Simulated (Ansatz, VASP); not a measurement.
RbTi in VASP and in Ansatz

The input INCAR:

```
SYSTEM = RbTi
PREC     = Accurate       ! precision mode
ENCUT    = 520            ! plane-wave cutoff, eV
EDIFF    = 1E-6           ! SCF threshold, eV
ISMEAR   = -1             ! smearing method
SIGMA    = 0.03           ! smearing width, eV
LREAL    = .False.        ! projectors in reciprocal space
LASPH    = .True.         ! aspherical terms in the spheres
NELM     = 60             ! most SCF steps
ALGO     = Normal         ! electronic algorithm
ISIF     = 2              ! what is computed and relaxed
LWAVE    = .False.        ! write WAVECAR
LCHARG   = .True.         ! write CHGCAR
GGA      = PS             ! functional
LELF     = .True.         ! ELF
LVHAR    = .True.       
NBANDS   = 18             ! bands
```

File KPOINTS:

```
regular mesh
0
Gamma
  10 10 10
  0 0 0
```

Contents of POSCAR:

```
RbTi
1.0
    3.9522316920      0.0000000000      0.0000000000
    0.0000000000      3.9522316920      0.0000000000
    0.0000000000      0.0000000000      3.9522316920
Rb Ti
1 1
Direct
    0.0000000000      0.0000000000      0.0000000000
    0.5000000000      0.5000000000      0.5000000000
```

Input for Ansatz:

```yaml
crystal:
  lattice:
    - [3.952231692, 0.0, 0.0]
    - [0.0, 3.952231692, 0.0]
    - [0.0, 0.0, 3.952231692]
  atoms:
    - { symbol: Rb, position: [0.0, 0.0, 0.0] }
    - { symbol: Ti, position: [0.5, 0.5, 0.5] }
kpoints:
  mp_grid: { grid: [10, 10, 10] }
scf:
  occupations: { method: fermi_dirac, width: 0.03 }
hamiltonian:
  xc: pbesol
  pseudopotentials: { kind: all_electron, lapw: { basis_error: 0.0005 } }
output:
  forces: true
  stress: true
  eigenvalues: true
```

Change from the starting cell: volume scaled by 0.96.

Alike in both runs: task single point; functional PBEsol; k mesh 10 × 10 × 10; occupations fermi-dirac, width 0.03 eV; no spin polarisation.

```csv
,VASP,Ansatz
version,VASP 6.6.1,Ansatz 0.2.0
potentials or method,"VASP PAW PBE potentials, release 64 (Rb_sv, Ti_sv), cutoff 520 eV","all-electron LAPW, scalar-relativistic"
```

Ansatz gave:

```
pressure (GPa) : 0.7
```

Task: What did VASP give for the same quantities?

Result: Pressure (GPa): 0.8.

VASP's potentials were made for PBE, not for PBEsol. Ansatz ran all-electron here, and VASP with PAW potentials.
